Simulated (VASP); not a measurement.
Input of a VASP 6.6.1 run:

The input INCAR:

```
PREC = Accurate
ENCUT = 520
EDIFF = 1E-7
ISMEAR = -1
SIGMA = 0.3
LREAL = F
LASPH = T
NELM = 100
ALGO = Normal
ISIF = 2
LWAVE = F
LCHARG = T
LELF = T
LVHAR = T
NBANDS = 10
```

File KPOINTS:

```
Automatic mesh
0
Gamma
  8 8 8
```

The input POSCAR:

```
Cs
1.0
   -2.8840810378      2.8840810378      2.8840810378
    2.8840810378     -2.8840810378      2.8840810378
    2.8840810378      2.8840810378     -2.8840810378
Cs
1
Direct
    0.0000000000      0.0000000000      0.0000000000
```

Potentials or basis: VASP PAW LDA potentials, release 64 (Cs_sv).

Run with:

```bash
$ cat potpaw_LDA.64/Cs_sv/POTCAR > POTCAR
$ mpirun -np 1 vasp_std > vasp.out
```

Predict the pressure.

0.0 GPa.
